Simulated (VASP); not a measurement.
A run of VASP 6.6.1 is set up as follows.

The input INCAR:

```
SYSTEM = CaO
ALGO = Normal
EDIFF = 1E-8
ENCUT = 520
GGA = PE
ISIF = 2
ISMEAR = -1
LASPH = .TRUE.
LCHARG = .FALSE.
LEFG = .TRUE.
LREAL = .FALSE.
LWAVE = .FALSE.
NBANDS = 15
NELM = 80
PREC = Accurate
SIGMA = 0.02
```

File KPOINTS:

```
k-points
0
G
  11 11 11
  0 0 0
```

File POSCAR:

```
CaO
1.0
    0.0000000000      2.4970318021      2.4970318021
    2.4970318021      0.0000000000      2.4970318021
    2.4970318021      2.4970318021      0.0000000000
Ca O
1 1
Direct
    0.0000000000      0.0000000000      0.0000000000
    0.5000000000      0.5000000000      0.5000000000
```

Potentials or basis: VASP PAW PBE potentials, release 64 (Ca_sv, O).

Launch:

```sh
$ cat potpaw_PBE.64/Ca_sv/POTCAR potpaw_PBE.64/O/POTCAR > POTCAR
$ mpirun -np 1 vasp_std > vasp.out
```

Question: What does it give for the band gap on the k mesh?

Answer: 3.67 eV, indirect (least direct gap 3.84 eV).

Question: What does it give for the pressure?

Answer: -8.1 GPa.

Caveat: without QUAD_EFG the Cq values of the log hold for a quadrupole moment of 1 mb, not for the nuclei. A k mesh can miss the band edges.
